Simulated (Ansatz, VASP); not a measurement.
**Two plane-wave programs on Be2ZnTe2O**

```
Be Zn Te O
1.0
    -2.51179    2.51179    5.04964
     2.51179   -2.51179    5.04964
     2.51179    2.51179   -5.04964
Be Zn Te O
2 1 2 1
Direct
  0.75000 0.25000 0.50000
  0.25000 0.75000 0.50000
  0.50000 0.50000 0.00000
  0.20635 0.20635 0.00000
  0.79365 0.79365 0.00000
  0.00000 0.00000 0.00000
```

Alike in both runs: task relaxation of cell and atoms; functional PBE; k mesh 6 × 6 × 6; occupations gaussian, width 0.1 eV; no spin polarisation.

|  | VASP | Ansatz |
| --- | --- | --- |
| version | VASP 6.6.1 | Ansatz 0.2.0 |
| potentials or method | VASP PAW PBE potentials, release 64 (Be, Zn, Te, O), cutoff 600 eV | scalar-relativistic, plane waves, PAW |
| valence electrons in the cell | 34 | 54 |

```csv
,VASP,Ansatz,Ansatz less VASP
"gap on the k mesh at the Fermi level, each at its own relaxed structure (eV)",none,none,-
relaxed volume (Å³/atom),21.45,21.50,+0.053
relaxed cell length with the largest relative difference (Å),6.326,6.339,+0.0133
```

A gap of «none» marks a metal or a gap that the smearing closes. VASP's potentials hold 34 valence electrons a cell and Ansatz's 54, so a difference there can come from the potentials and not from the codes.

Spin-orbit coupling is off throughout.
